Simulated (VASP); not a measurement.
# Ca (I4/mmm) in VASP: a series of runs

Ca is run at these levels: PBE; tasks: single point, relaxation of cell and atoms.

Everything below comes from runs of VASP 6.6.1. Logs are shortened: lines on timing, memory, paths and dates and some standing lists are left out, and cuts for length are marked.

**1. The cell of the first run**

Symmetry: I4/mmm, No. 139, tetragonal system. Conventional cell: a = 7.059 Å, b = 7.059 Å, c = 5.768 Å, α = 90.00°, β = 90.00°, γ = 90.00°. Within 3.9 Å of Ca (site symmetry -4m2) lie 6 Ca at 2.88 to 3.81 Å. Within 5.0 Å of Ca (site symmetry 4/mmm) lie 8 Ca at 3.81 Å.

The cell was built from a structure type or drawn by symmetry, and may not be a known phase.

**2. Single point, PBE**

The input, INCAR:

```
SYSTEM = Ca
  ALGO = Normal
  EDIFF = 1E-7
  ENCUT = 520
  GGA = PE
  ISIF = 2
  ISMEAR = 0
  LASPH = .True.
  LCHARG = .False.
  LREAL = .False.
  LWAVE = .False.
  NBANDS = 22
  NELM = 80
  PREC = Accurate
  SIGMA = 0.1
```

The input, KPOINTS:

```
k-points
0
Gamma
  4 4 4
  0 0 0
```

The input, POSCAR:

```
Ca
1.0
   -3.5297452200      3.5297452200      2.8837641700
    3.5297452200     -3.5297452200      2.8837641700
    3.5297452200      3.5297452200     -2.8837641700
Ca
3
Direct
    0.7500000000      0.2500000000      0.5000000000
    0.2500000000      0.7500000000      0.5000000000
    0.0000000000      0.0000000000      0.0000000000
```

Potentials or basis: VASP PAW PBE potentials, release 64 (Ca_sv).

On the command line:

```
$ cat potpaw_PBE.64/Ca_sv/POTCAR > POTCAR
$ mpirun -np 1 vasp_std > vasp.out
```

OUTCAR:

```text
SYSTEM = Ca
   EDIFF = 1E-7
   ENCUT = 520
   GGA = PE
   ISIF = 2
   ISMEAR = 0
   LASPH = .True.
   LREAL = .False.
   NELM = 80
   PREC = Accurate

 ion  position               nearest neighbor table
   1  0.750  0.250  0.500-   2 2.88   2 2.88
   2  0.250  0.750  0.500-   1 2.88   1 2.88
   3  0.000  0.000  0.000-

  LATTYP: Found a body centered tetragonal cell.
 ALAT       =     7.0594904400
 C/A-ratio  =     0.8169893265

  Lattice vectors:

 A1 = (  -3.5297452200,   3.5297452200,   2.8837641700)
 A2 = (   3.5297452200,  -3.5297452200,   2.8837641700)
 A3 = (   3.5297452200,   3.5297452200,  -2.8837641700)

Analysis of symmetry for initial positions (statically):
=====================================================================
 Subroutine PRICEL returns:
 Original cell was already a primitive cell.

 Routine SETGRP: Setting up the symmetry group for a
 body centered tetragonal supercell.

 Subroutine GETGRP returns: Found 16 space group operations
 (whereof 16 operations were pure point group operations)
 out of a pool of 16 trial point group operations.

The static configuration has the point symmetry D_4h.

Analysis of symmetry for dynamics (positions and initial velocities):
=====================================================================
 Subroutine PRICEL returns:
 Original cell was already a primitive cell.

 Routine SETGRP: Setting up the symmetry group for a
 body centered tetragonal supercell.

 Subroutine GETGRP returns: Found 16 space group operations
 (whereof 16 operations were pure point group operations)
 out of a pool of 16 trial point group operations.

The dynamic configuration has the point symmetry D_4h.

 Subroutine INISYM returns: Found 16 space group operations
 (whereof 16 operations are pure point group operations),
 and found     1 'primitive' translations

----------------------------------------------------------------------------------------

                                     Primitive cell

  volume of cell :     143.7164

  direct lattice vectors                    reciprocal lattice vectors
    -3.529745220  3.529745220  2.883764170     0.000000000  0.141653283  0.173384497
     3.529745220 -3.529745220  2.883764170     0.141653283  0.000000000  0.173384497
     3.529745220  3.529745220 -2.883764170     0.141653283  0.141653283  0.000000000

  length of vectors
     5.764919637  5.764919637  5.764919637     0.223892466  0.223892466  0.200327995

  position of ions in fractional coordinates (direct lattice)
     0.750000000  0.250000000  0.500000000
     0.250000000  0.750000000  0.500000000
     0.000000000  0.000000000  0.000000000

  ion indices of the primitive-cell ions
   primitive index   ion index
                 1           1
                 2           2
                 3           3

----------------------------------------------------------------------------------------

 KPOINTS: k-points

Automatic generation of k-mesh.
 Grid dimensions read from file:
 generate k-points for:    4    4    4

 Generating k-lattice:

  Cartesian coordinates                     Fractional coordinates (reciprocal lattice)
     0.000000000  0.035413321  0.043346124     0.250000000 -0.000000000  0.000000000
     0.035413321  0.000000000  0.043346124    -0.000000000  0.250000000  0.000000000
     0.035413321  0.035413321  0.000000000     0.000000000  0.000000000  0.250000000

  Length of vectors
     0.055973117  0.055973117  0.050081999

  Shift w.r.t. Gamma in fractional coordinates (k-lattice)
     0.000000000  0.000000000  0.000000000

 Subroutine IBZKPT returns following result:
 ===========================================

 Found     13 irreducible k-points:

 Following reciprocal coordinates:
            Coordinates               Weight
  0.000000  0.000000  0.000000      1.000000
  0.250000  0.000000  0.000000      8.000000
  0.500000  0.000000  0.000000      4.000000
  0.250000  0.250000  0.000000      8.000000
  0.500000  0.250000  0.000000     16.000000
 -0.250000  0.250000  0.000000      4.000000
  0.500000  0.500000  0.000000      2.000000
  0.250000  0.250000  0.250000      2.000000
 -0.250000  0.250000  0.250000      4.000000
  0.500000  0.500000  0.250000      4.000000
 -0.250000  0.500000  0.250000      8.000000
 -0.250000 -0.250000  0.250000      2.000000
  0.500000  0.500000  0.500000      1.000000
   k-points           NKPTS =     13   k-points in BZ     NKDIM =     13   number of bands    NBANDS=     22
   number of dos      NEDOS =    301   number of ions     NIONS =      3
   total plane-waves  NPLWV = 110592
   dimension x,y,z NGX =    48 NGY =   48 NGZ =   48
   dimension x,y,z NGXF=    96 NGYF=   96 NGZF=   96
   ions per type =               3
   NGX,Y,Z   is equivalent  to a cutoff of  13.84, 13.84, 13.84 a.u.
   NGXF,Y,Z  is equivalent  to a cutoff of  27.68, 27.68, 27.68 a.u.
 SYSTEM =  Ca
   PREC   = accura    normal or accurate (medium, high low for compatibility)
   ISTART =      0    job   : 0-new  1-cont  2-samecut
   ICHARG =      2    charge: 1-file 2-atom 10-const
   ISPIN  =      1    spin polarized calculation?
   LNONCOLLINEAR =      F non collinear calculations
   LSORBIT =      F    spin-orbit coupling
   LASPH  =      T    aspherical Exc in radial PAW
   ENCUT  =  520.0 eV  38.22 Ry    6.18 a.u.  10.72 10.72 10.72*2*pi/ulx,y,z
   NELM   =     80;   NELMIN=  2; NELMDL= -5     # of ELM steps
   EDIFF  = 0.1E-06   stopping-criterion for ELM
   LREAL  =      F    real-space projection
   EDIFFG = 0.1E-05   stopping-criterion for IOM
   NSW    =      0    number of steps for IOM
   IBRION =     -1    ionic relax: 0-MD 1-quasi-New 2-CG
   NFREE  =      0    steps in history (QN), initial steepest desc. (CG)
   ISIF   =      2    stress and relaxation
   ISYM   =      2    0-nonsym 1-usesym 2-fastsym
   POTIM  = 0.5000    time-step for ionic-motion
   TEBEG  =    0.0;   TEEND  =   0.0 temperature during run
   PSTRESS=    0.0 pullay stress
   NELECT =      30.0000    total number of electrons
   NUPDOWN=      -1.0000    fix difference up-down
   EMIN   =  10.00;   EMAX   =-10.00  energy-range for DOS
   EFERMI =   0.00;   METHOD = LEGACY
   ISMEAR =     0;   SIGMA  =   0.10  broadening in eV -4-tet -1-fermi 0-gaus
   EFERMI_NEDOS =   21; number of points for ismear=-14 and -15
   IALGO  =     38    algorithm
   IMIX   =      4    mixing-type and parameters
     AMIX     =   0.40;   BMIX     =  1.00
     AMIX_MAG =   1.60;   BMIX_MAG =  1.00
  volume/ion in A,a.u.               =      47.91       323.28
  Fermi-wavevector in a.u.,A,eV,Ry     =   0.971135  1.835180 12.831707  0.943104
  Thomas-Fermi vector in A             =   2.101328
   LORBIT       =      0    0 simple, 1 ext, 2 COOP (PROOUT), +10 PAW based schemes
   GGA     = PE    functional components
   LHFCALC =     F    Hartree Fock is set to
   AEXX    =    0.0000 exact exchange contribution
   IVDW    =     0    specifies the selected vdW correction
   LEPSILON=     F    determine dielectric tensor
   LRPA    =     F    only Hartree local field effects (RPA)
 non-spin polarized calculation
 Gauss-broadening in eV      SIGMA  =   0.10
  energy-cutoff  :      520.00
  volume of cell :      143.72
 maximum number of plane-waves:      3903
 NGX is ok and might be reduce to    48
   NGX = 21   NGY = 21   NGZ = 21

 number of electron      30.0000000 magnetization

 Free energy of the ion-electron system (eV)
  ---------------------------------------------------
  ext. energy  EPLUGINS =         0.00000000
  ---------------------------------------------------
  free energy    TOTEN  =        -3.27968420 eV

  energy without entropy =       -3.25778095  energy(sigma->0) =       -3.26873258

 E-fermi :   1.3176     XC(G=0):  -7.2354

 val. band max:        1.2961225218   @ k =   0.5000   0.5000   0.2500
 cond. band min:       1.3292113479   @ k =  -0.2500   0.2500   0.2500
 fundamental gap:      0.0330888260
 Fermi energy:         1.3176484651

 k-point     1 :       0.0000    0.0000    0.0000
  band No.  band energies     occupation
      1     -41.1191      2.00000
      2     -40.9230      2.00000
      3     -40.7596      2.00000
      4     -22.5479      2.00000
      5     -22.1199      2.00000
      6     -22.0902      2.00000
[... 14 lines left out ...]
     21       3.4012      0.00000
     22       3.5670      0.00000

 k-point     2 :       0.2500    0.0000    0.0000
  band No.  band energies     occupation
      1     -41.1189      2.00000
      2     -40.8996      2.00000
      3     -40.7840      2.00000
      4     -22.3981      2.00000
      5     -22.1210      2.00000
      6     -22.0902      2.00000
[... 14 lines left out ...]
     21       3.0709      0.00000
     22       3.3842      0.00000

 k-point     3 :       0.5000    0.0000    0.0000
  band No.  band energies     occupation
      1     -41.1187      2.00000
      2     -40.8424      2.00000
      3     -40.8423      2.00000
      4     -22.1224      2.00000
      5     -22.0902      2.00000
      6     -22.0899      2.00000
[... 14 lines left out ...]
     21       3.3144      0.00000
     22       3.5222      0.00000

 k-point     4 :       0.2500    0.2500    0.0000
  band No.  band energies     occupation
      1     -41.1187      2.00000
      2     -40.8424      2.00000
      3     -40.8424      2.00000
      4     -22.1224      2.00000
      5     -22.0901      2.00000
      6     -22.0900      2.00000
[... 14 lines left out ...]
     21       3.2276      0.00000
     22       3.2879      0.00000

 k-point     5 :       0.5000    0.2500    0.0000
  band No.  band energies     occupation
      1     -41.1187      2.00000
      2     -40.8997      2.00000
      3     -40.7841      2.00000
      4     -22.4000      2.00000
      5     -22.1227      2.00000
      6     -22.0856      2.00000
[... 14 lines left out ...]
     21       3.1681      0.00000
     22       3.5558      0.00000

 k-point     6 :      -0.2500    0.2500    0.0000
  band No.  band energies     occupation
      1     -41.1189      2.00000
      2     -40.9231      2.00000
      3     -40.7596      2.00000
      4     -22.5494      2.00000
      5     -22.1213      2.00000
      6     -22.0854      2.00000
[... 14 lines left out ...]
     21       3.1516      0.00000
     22       3.4184      0.00000

 k-point     7 :       0.5000    0.5000    0.0000
  band No.  band energies     occupation
      1     -41.1187      2.00000
      2     -40.9233      2.00000
      3     -40.7597      2.00000
      4     -22.5509      2.00000
      5     -22.1228      2.00000
      6     -22.0803      2.00000
[... 14 lines left out ...]
     21       3.3780      0.00000
     22       3.4283      0.00000

 k-point     8 :       0.2500    0.2500    0.2500
  band No.  band energies     occupation
      1     -41.1187      2.00000
      2     -40.8424      2.00000
      3     -40.8424      2.00000
      4     -22.1241      2.00000
      5     -22.0898      2.00000
      6     -22.0898      2.00000
[... 14 lines left out ...]
     21       3.3349      0.00000
     22       3.3351      0.00000

 k-point     9 :      -0.2500    0.2500    0.2500
  band No.  band energies     occupation
      1     -41.1188      2.00000
      2     -40.9232      2.00000
      3     -40.7597      2.00000
      4     -22.5497      2.00000
      5     -22.1214      2.00000
      6     -22.0935      2.00000
[... 14 lines left out ...]
     21       3.1343      0.00000
     22       3.5545      0.00000

 k-point    10 :       0.5000    0.5000    0.2500
  band No.  band energies     occupation
      1     -41.1187      2.00000
      2     -40.9232      2.00000
      3     -40.7597      2.00000
      4     -22.5499      2.00000
      5     -22.1215      2.00000
      6     -22.0890      2.00000
[... 14 lines left out ...]
     21       2.8491      0.00000
     22       3.3110      0.00000

 k-point    11 :      -0.2500    0.5000    0.2500
  band No.  band energies     occupation
      1     -41.1187      2.00000
      2     -40.8997      2.00000
      3     -40.7841      2.00000
      4     -22.3988      2.00000
      5     -22.1211      2.00000
      6     -22.0936      2.00000
[... 14 lines left out ...]
     21       3.1950      0.00000
     22       3.2576      0.00000

 k-point    12 :      -0.2500   -0.2500    0.2500
  band No.  band energies     occupation
      1     -41.1188      2.00000
      2     -40.8424      2.00000
      3     -40.8423      2.00000
      4     -22.1207      2.00000
      5     -22.0903      2.00000
      6     -22.0903      2.00000
[... 14 lines left out ...]
     21       3.0239      0.00000
     22       3.4577      0.00000

 k-point    13 :       0.5000    0.5000    0.5000
  band No.  band energies     occupation
      1     -41.1187      2.00000
      2     -40.9232      2.00000
      3     -40.7597      2.00000
      4     -22.5489      2.00000
      5     -22.1202      2.00000
      6     -22.0972      2.00000
[... 14 lines left out ...]
     21       2.4709      0.00000
     22       3.6251      0.00000

------------------------ aborting loop because EDIFF is reached ----------------------------------------

  FORCE on cell =-STRESS in cart. coord.  units (eV):
  Direction    XX          YY          ZZ          XY          YZ          ZX
  --------------------------------------------------------------------------------------
  -------------------------------------------------------------------------------------
  Total       -1.6128662     -1.6128662      8.1250188      0.0000000      0.0000000      0.0000000
  in kB      -17.9805295    -17.9805295     90.5792055      0.0000000      0.0000000      0.0000000
  external PRESSURE =      18.2060489 kB  Pullay stress =       0.0000000 kB

 VOLUME and BASIS-vectors are now :
 -----------------------------------------------------------------------------
  energy-cutoff  :      520.00
  volume of cell :      143.72
      direct lattice vectors                 reciprocal lattice vectors
    -3.529745220  3.529745220  2.883764170     0.000000000  0.141653283  0.173384497
     3.529745220 -3.529745220  2.883764170     0.141653283  0.000000000  0.173384497
     3.529745220  3.529745220 -2.883764170     0.141653283  0.141653283  0.000000000

 POSITION                                       TOTAL-FORCE (eV/Angst)
 -----------------------------------------------------------------------------------
      0.00000      3.52975      1.44188        -0.000000     -0.000000      0.000000
      3.52975      0.00000      1.44188         0.000000      0.000000      0.000000
      0.00000      0.00000      0.00000         0.000000     -0.000000     -0.000000
 -----------------------------------------------------------------------------------
    total drift:                                0.000000      0.000000      0.000000

  FREE ENERGIE OF THE ION-ELECTRON SYSTEM (eV)
  ---------------------------------------------------
  free  energy   TOTEN  =        -3.2796841986 eV

  energy  without entropy=       -3.2577809525  energy(sigma->0) =       -3.26873258
```

Run time: 47 s. Hardware: 1 thread of Intel Xeon Platinum 8488C (Sapphire Rapids), shared host; peak memory 0.3 GiB.

Results:

- Free energy: -3.2797 eV
- Pressure: 1.8 GPa
- Band gap on the k mesh: zero (bands 15 and 16 overlap by 0.76 eV)

Levels at points of the mesh, in eV from the Fermi level:
```
           k point  band 12  band 13  band 14  band 15  band 16  band 17  band 18  band 19
(0.00, 0.00, 0.00)   -22.77    -3.60    -0.05     0.09     0.11     0.11     0.94     1.67
(0.50, 0.00, 0.00)   -23.11    -1.86    -1.36     0.14     0.25     0.42     1.07     1.07
(0.50, 0.50, 0.00)   -22.77    -2.26    -1.76    -0.28     0.34     0.37     0.82     1.26
(0.50, 0.50, 0.50)   -22.77    -1.42    -0.78    -0.37    -0.37     0.54     0.73     0.73
```

(Part 1 of 2 ends here.)
